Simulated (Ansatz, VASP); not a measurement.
**One calculation of KCd4Ir3, two programs**

```
Cd Ir K
1.0
     2.15114    3.72588    0.00000
    -2.15114    3.72588    0.00000
     0.00000   -2.48392   11.51727
Cd Ir K
4 3 1
Direct
  0.08918 0.08918 0.26754
  0.91082 0.91082 0.73246
  0.30141 0.30141 0.90423
  0.69859 0.69859 0.09577
  0.22775 0.22775 0.68325
  0.77225 0.77225 0.31675
  0.00000 0.00000 0.00000
  0.50000 0.50000 0.50000
```

Alike in both runs: task single point; functional PBE; k mesh 5 × 5 × 5; no spin polarisation.

|  | VASP | Ansatz |
| --- | --- | --- |
| version | VASP 6.6.1 | Ansatz 0.2.0 |
| potentials or method | VASP PAW PBE potentials, release 64 (Cd, Ir, K_sv), cutoff 520 eV | PAW plane waves |
| occupations | fermi-dirac, width 0.1 eV | fermi-dirac |
| valence electrons in the cell | 84 | 140 |

VASP gave:

* gap on the k mesh at the Fermi level (eV): none
* pressure (GPa): 8.2
* traceless stress, the component that is largest in VASP (GPa): -1.19
* rms of the force components (eV/Å): 0.583

**Question.** What did Ansatz give for the same quantities?

**Answer.** gap on the k mesh at the Fermi level (eV): none; pressure (GPa): 7.4; traceless stress, the component that is largest in VASP (GPa): -1.10; rms of the force components (eV/Å): 0.541.

Atom by atom the forces differ by 0.044 eV/Å (rms over components). A gap of «none» marks a metal or a gap that the smearing closes. VASP's potentials hold 84 valence electrons a cell and Ansatz's 140, so a difference there can come from the potentials and not from the codes. Ansatz's warnings: structure snapped to symmetry.

Spin-orbit coupling is off throughout.
